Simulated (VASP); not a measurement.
A run of VASP 6.6.1 is set up as follows.

The input INCAR:

```
SYSTEM = NbH
PREC = Accurate ; ENCUT = 500
EDIFF = 1E-6 ; ISMEAR = 1
SIGMA = 0.1 ; LREAL = .False.
LASPH = .True. ; NELM = 120
ALGO = Normal ; ISIF = 2
LWAVE = .False. ; LCHARG = .True.
GGA = PS ; LELF = .True.
LVHAR = .True. ; NBANDS = 14
GGA_COMPAT = .False.
```

File KPOINTS:

```
Automatic mesh
0
Gamma
  10 10 10
  0 0 0
```

File POSCAR:

```
NbH
1.0
   -1.5797220593      1.5797220593      1.9506622811
    1.5797220593     -1.5797220593      1.9506622811
    1.5797220593      1.5797220593     -1.9506622811
Nb H
1 1
Direct
    0.0000000000      0.0000000000      0.0000000000
    0.5000000000      0.5000000000      0.0000000000
```

Potentials or basis: VASP PAW PBE potentials, release 64 (Nb_sv, H).

Launch:

```sh
$ cat potpaw_PBE.64/Nb_sv/POTCAR potpaw_PBE.64/H/POTCAR > POTCAR
$ mpirun -np 1 vasp_std > vasp.out
```

Question: Predict the pressure.

Answer: 1.6 GPa.

Question: What does it give for the band gap on the k mesh?

Answer: Zero (band 7 reaches 15.56 eV, above the bottom of band 8 at 11.21 eV).

Stress tensor (GPa, compression positive):
```
1.43 0.00 0.00
0.00 1.43 0.00
0.00 0.00 1.91
```

Caveat: the PAW data sets were made with another functional, which shifts forces and pressure a little.
